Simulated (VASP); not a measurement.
# Cr in VASP: single point with PBE

Aim: the single point of Cr with PBE.

Program: VASP 6.6.1. These are calculated values, not measurements. Logs are shortened: lines on timing, memory, paths and dates and some standing lists are left out, and cuts for length are marked.

**1. The cell of the first run**

The cell holds a slab with vacuum, 4 atoms: a = 2.467 Å, b = 2.467 Å, c = 16.905 Å, α = 90.00°, β = 90.00°, γ = 109.47°.

**2. Single point, PBE, collinear spin, ferromagnetic start**

File INCAR:

```
ALGO = Normal
DIPOL = 0.5 0.5 0.500
EDIFF = 1E-6
ENCUT = 520
GGA = PE
IDIPOL = 3
ISIF = 2
ISMEAR = -1
ISPIN = 2
LASPH = T
LCHARG = T
LDIPOL = T
LELF = T
LMAXMIX = 4
LORBIT = 11
LREAL = F
LVACPOTAV = T
LVHAR = T
LWAVE = F
MAGMOM = 2 2 2 2
NBANDS = 36
NELM = 150
PREC = Accurate
SIGMA = 0.05
```

File KPOINTS:

```
k-points
0
Gamma
  14 14 1
```

File POSCAR:

```
Cr
1.0
    2.4668230336      0.0000000000      0.0000000000
   -0.8222743445      2.3257430600      0.0000000000
    0.0000000000      0.0000000000     16.9048000000
Cr
4
Direct
    0.2500000000      0.2500000000      0.3253524090
    0.7500000000      0.7500000000      0.4398505694
    0.2500000000      0.2500000000      0.5601496480
    0.7500000000      0.7500000000      0.6746475910
```

Potentials or basis: VASP PAW PBE potentials, release 64 (Cr_pv).

Command:

```bash
> cat potpaw_PBE.64/Cr_pv/POTCAR > POTCAR
> mpirun -np 1 vasp_std > vasp.out
```

OUTCAR:

```text
EDIFF = 1E-6
   ENCUT = 520
   GGA = PE
   ISIF = 2
   ISMEAR = -1
   ISPIN = 2
   LASPH = T
   LORBIT = 11
   LREAL = F
   NELM = 150
   PREC = Accurate

 ion  position               nearest neighbor table
   1  0.250  0.250  0.325-   2 2.40   2 2.40   2 2.79   2 2.79
   2  0.750  0.750  0.440-   1 2.40   1 2.40   3 2.48   3 2.48   1 2.79   1 2.79   3 2.86   3 2.86

   3  0.250  0.250  0.560-   4 2.40   4 2.40   2 2.48   2 2.48   4 2.79   4 2.79   2 2.86   2 2.86

   4  0.750  0.750  0.675-   3 2.40   3 2.40   3 2.79   3 2.79

  LATTYP: Found a base centered orthorhombic cell.
 ALAT       =     2.8484418850
 B/A-ratio  =     1.4142135624
 C/A-ratio  =     5.9347533433

  Lattice vectors:

 A1 = (   2.4668230336,   0.0000000000,   0.0000000000)
 A2 = (  -0.8222743445,   2.3257430600,   0.0000000000)
 A3 = (   0.0000000000,   0.0000000000,  16.9048000000)

Analysis of symmetry for initial positions (statically):
=====================================================================
 Subroutine PRICEL returns:
 Original cell was already a primitive cell.

 Routine SETGRP: Setting up the symmetry group for a
 base centered orthorhombic supercell.

 Subroutine GETGRP returns: Found  8 space group operations
 (whereof  4 operations were pure point group operations)
 out of a pool of  8 trial point group operations.

The static configuration has the point symmetry C_2h.
 The point group associated with its full space group is D_2h.

Analysis of symmetry for dynamics (positions and initial velocities):
=====================================================================
 Subroutine PRICEL returns:
 Original cell was already a primitive cell.

 Routine SETGRP: Setting up the symmetry group for a
 base centered orthorhombic supercell.

 Subroutine GETGRP returns: Found  8 space group operations
 (whereof  4 operations were pure point group operations)
 out of a pool of  8 trial point group operations.

The dynamic configuration has the point symmetry C_2h.
 The point group associated with its full space group is D_2h.

Analysis of structural, dynamic, and magnetic symmetry:
=====================================================================
 Subroutine PRICEL returns:
 Original cell was already a primitive cell.

 Routine SETGRP: Setting up the symmetry group for a
 base centered orthorhombic supercell.

 Subroutine GETGRP returns: Found  8 space group operations
 (whereof  4 operations were pure point group operations)
 out of a pool of  8 trial point group operations.

The overall configuration has the point symmetry C_2h.
 The point group associated with its full space group is D_2h.

 Subroutine INISYM returns: Found  8 space group operations
 (whereof  4 operations are pure point group operations),
 and found     1 'primitive' translations

----------------------------------------------------------------------------------------

                                     Primitive cell

  volume of cell :      96.9862

  direct lattice vectors                    reciprocal lattice vectors
     2.466823034  0.000000000  0.000000000     0.405379708  0.143323370  0.000000000
    -0.822274345  2.325743060  0.000000000     0.000000000  0.429970110  0.000000000
     0.000000000  0.000000000 16.904800000     0.000000000  0.000000000  0.059154796

  length of vectors
     2.466823034  2.466823034 16.904800000     0.429970110  0.429970110  0.059154796

  position of ions in fractional coordinates (direct lattice)
     0.250000000  0.250000000  0.325352409
     0.750000000  0.750000000  0.439850569
     0.250000000  0.250000000  0.560149648
     0.750000000  0.750000000  0.674647591

  ion indices of the primitive-cell ions
   primitive index   ion index
                 1           1
                 2           2
                 3           3
                 4           4

----------------------------------------------------------------------------------------

[... 23 lines left out ...]

 Following reciprocal coordinates:
            Coordinates               Weight
  0.000000  0.000000  0.000000      1.000000
  0.071429  0.000000  0.000000      4.000000
  0.142857  0.000000  0.000000      4.000000
  0.214286  0.000000  0.000000      4.000000
  0.285714  0.000000  0.000000      4.000000
  0.357143  0.000000  0.000000      4.000000
[... 16 lines left out ...]
  0.214286  0.142857  0.000000      4.000000
  0.285714  0.142857  0.000000      4.000000
 [... further k-points ...]
   k-points           NKPTS =     57   k-points in BZ     NKDIM =     57   number of bands    NBANDS=     36
   number of dos      NEDOS =    301   number of ions     NIONS =      4
   total plane-waves  NPLWV =  40824
   dimension x,y,z NGX =    18 NGY =   18 NGZ =  126
   dimension x,y,z NGXF=    36 NGYF=   36 NGZF=  252
   ions per type =               4
   NGX,Y,Z   is equivalent  to a cutoff of  12.13, 12.13, 12.39 a.u.
   NGXF,Y,Z  is equivalent  to a cutoff of  24.26, 24.26, 24.78 a.u.
 SYSTEM =  unknown system
   PREC   = accura    normal or accurate (medium, high low for compatibility)
   ISTART =      0    job   : 0-new  1-cont  2-samecut
   ICHARG =      2    charge: 1-file 2-atom 10-const
   ISPIN  =      2    spin polarized calculation?
   LNONCOLLINEAR =      F non collinear calculations
   LSORBIT =      F    spin-orbit coupling
   LASPH  =      T    aspherical Exc in radial PAW
   ENCUT  =  520.0 eV  38.22 Ry    6.18 a.u.   4.59  4.59 31.43*2*pi/ulx,y,z
   NELM   =    150;   NELMIN=  2; NELMDL= -5     # of ELM steps
   EDIFF  = 0.1E-05   stopping-criterion for ELM
   LREAL  =      F    real-space projection
   EDIFFG = 0.1E-04   stopping-criterion for IOM
   NSW    =      0    number of steps for IOM
   IBRION =     -1    ionic relax: 0-MD 1-quasi-New 2-CG
   NFREE  =      0    steps in history (QN), initial steepest desc. (CG)
   ISIF   =      2    stress and relaxation
   ISYM   =      2    0-nonsym 1-usesym 2-fastsym
   POTIM  = 0.5000    time-step for ionic-motion
   TEBEG  =    0.0;   TEEND  =   0.0 temperature during run
   PSTRESS=    0.0 pullay stress
   NELECT =      48.0000    total number of electrons
   NUPDOWN=      -1.0000    fix difference up-down
   EMIN   =  10.00;   EMAX   =-10.00  energy-range for DOS
   EFERMI =   0.00;   METHOD = LEGACY
   ISMEAR =    -1;   SIGMA  =   0.05  broadening in eV -4-tet -1-fermi 0-gaus
   EFERMI_NEDOS =   21; number of points for ismear=-14 and -15
   IALGO  =     38    algorithm
   IMIX   =      4    mixing-type and parameters
     AMIX     =   0.40;   BMIX     =  1.00
     AMIX_MAG =   1.60;   BMIX_MAG =  1.00
  volume/ion in A,a.u.               =      24.25       163.62
  Fermi-wavevector in a.u.,A,eV,Ry     =   1.294947  2.447095 22.815442  1.676888
  Thomas-Fermi vector in A             =   2.426498
   LORBIT       =     11    0 simple, 1 ext, 2 COOP (PROOUT), +10 PAW based schemes
   GGA     = PE    functional components
   LHFCALC =     F    Hartree Fock is set to
   AEXX    =    0.0000 exact exchange contribution
   IVDW    =     0    specifies the selected vdW correction
   LEPSILON=     F    determine dielectric tensor
   LRPA    =     F    only Hartree local field effects (RPA)
 spin polarized calculation
  energy-cutoff  :      520.00
  volume of cell :       96.99
 maximum number of plane-waves:      2655
   NGX =  9   NGY =  9   NGZ = 63

 number of electron      47.9999984 magnetization       0.0003753

 number of electron      47.9999984 magnetization      -0.0000908

 dipolmoment           0.000000      0.000000     -0.000022 electrons x Angstroem

 Free energy of the ion-electron system (eV)
  ---------------------------------------------------
  ext. energy  EPLUGINS =         0.00000000
  ---------------------------------------------------
  free energy    TOTEN  =       -35.74333114 eV

  energy without entropy =      -35.70638542  energy(sigma->0) =      -35.72485828

 E-fermi :   2.8673     XC(G=0):  -7.6998

 val. band max:        2.8511003868   @ k =  -0.2143   0.0714   0.0000
 cond. band min:       2.8720502933   @ k =  -0.1429   0.1429   0.0000
 fundamental gap:      0.0209499065
 Fermi energy:         2.8673448571

 spin component 1

 k-point     1 :       0.0000    0.0000    0.0000
  band No.  band energies     occupation
      1     -40.7438      1.00000
      2     -40.4938      1.00000
      3     -40.1891      1.00000
      4     -40.1103      1.00000
      5     -40.0667      1.00000
      6     -39.9555      1.00000
[... 925 lines left out ...]
     35       6.3255      0.00000
     36       8.1432      0.00000

 [... further k-points ...]

 spin component 2

 k-point     1 :       0.0000    0.0000    0.0000
  band No.  band energies     occupation
      1     -40.7438      1.00000
      2     -40.4938      1.00000
      3     -40.1891      1.00000
      4     -40.1103      1.00000
      5     -40.0667      1.00000
      6     -39.9555      1.00000
[... 925 lines left out ...]
     35       6.3255      0.00000
     36       8.1432      0.00000

 [... further k-points ...]

------------------------ aborting loop because EDIFF is reached ----------------------------------------

  FORCE on cell =-STRESS in cart. coord.  units (eV):
  Direction    XX          YY          ZZ          XY          YZ          ZX
  --------------------------------------------------------------------------------------
  -------------------------------------------------------------------------------------
  Total       -2.0572208     -2.3218901     -0.1135059     -0.3742989     -0.0000000      0.0000000
  in kB      -33.9845665    -38.3568101     -1.8750779     -6.1832863     -0.0000000      0.0000000
  external PRESSURE =     -24.7388182 kB  Pullay stress =       0.0000000 kB

 VOLUME and BASIS-vectors are now :
 -----------------------------------------------------------------------------
  energy-cutoff  :      520.00
  volume of cell :       96.99
      direct lattice vectors                 reciprocal lattice vectors
     2.466823034  0.000000000  0.000000000     0.405379708  0.143323370  0.000000000
    -0.822274345  2.325743060  0.000000000     0.000000000  0.429970110  0.000000000
     0.000000000  0.000000000 16.904800000     0.000000000  0.000000000  0.059154796

 POSITION                                       TOTAL-FORCE (eV/Angst)
 -----------------------------------------------------------------------------------
      0.41114      0.58144      5.50002        -0.000000     -0.000000      0.010814
      1.23341      1.74431      7.43559         0.000000      0.000000      0.008628
      0.41114      0.58144      9.46922        -0.000000      0.000000     -0.008628
      1.23341      1.74431     11.40478        -0.000000     -0.000000     -0.010814
 -----------------------------------------------------------------------------------
    total drift:                               -0.000000     -0.000000     -0.006327

  FREE ENERGIE OF THE ION-ELECTRON SYSTEM (eV)
  ---------------------------------------------------
  free  energy   TOTEN  =       -35.7433311366 eV

  energy  without entropy=      -35.7063854233  energy(sigma->0) =      -35.72485828

 vacuum level on the upper side and lower side of the slab         7.699         7.700

 total charge

# of ion       s       p       d       tot
------------------------------------------
    1        0.437   6.300   4.196  10.933
    2        0.445   6.406   4.240  11.091
    3        0.445   6.406   4.240  11.091
    4        0.437   6.300   4.196  10.933
--------------------------------------------------
tot          1.764  25.412  16.872  44.048

 magnetization (x)

# of ion       s       p       d       tot
------------------------------------------
    1       -0.000  -0.000  -0.000  -0.000
    2       -0.000   0.000   0.000  -0.000
    3       -0.000   0.000   0.000  -0.000
    4       -0.000  -0.000  -0.000  -0.000
--------------------------------------------------
tot         -0.000  -0.000  -0.000  -0.000
```

Wall time 24 min (1 thread of Intel Xeon 8259CL, shared host); peak memory 0.41 GiB.

Results:

```yaml
Free_energy: -35.7433 eV
Largest_force: 0.011 eV/Å
Band_gap_on_the_k_mesh: zero (filled and empty bands overlap)
Net_moment: 0.00 μB per cell
Valence_electrons_inside_the_program's_atomic_spheres: Cr 10.93, 11.09 (each value once)
```

Forces in eV/Å, atoms in the order of the input:
```
Cr   0.000  0.000  0.011
Cr   0.000  0.000  0.009
Cr   0.000  0.000 -0.009
Cr   0.000  0.000 -0.011
```

Levels at points of the mesh, in eV from the Fermi level:
Spin up:
```csv
k point,band 20,band 21,band 22,band 23,band 24,band 25,band 26,band 27,band 28,band 29
"(0.00, 0.00, 0.00)",-1.24,-0.98,-0.97,-0.91,-0.73,-0.05,0.17,0.78,0.82,1.04
"(0.50, 0.00, 0.00)",-2.10,-1.01,-1.01,0.65,0.65,1.01,1.01,1.14,1.14,1.73
"(0.50, 0.50, 0.00)",-1.62,-1.15,0.37,0.58,0.67,0.81,1.12,2.00,2.00,2.24
```
Spin down:
| k point | band 21 | band 22 | band 23 | band 24 | band 25 | band 26 | band 27 | band 28 |
| --- | --- | --- | --- | --- | --- | --- | --- | --- |
| (0.00, 0.00, 0.00) | -0.98 | -0.97 | -0.91 | -0.73 | -0.05 | 0.17 | 0.78 | 0.82 |
| (0.50, 0.00, 0.00) | -1.01 | -1.01 | 0.65 | 0.65 | 1.01 | 1.01 | 1.14 | 1.14 |
| (0.50, 0.50, 0.00) | -1.15 | 0.37 | 0.58 | 0.67 | 0.81 | 1.12 | 2.00 | 2.00 |
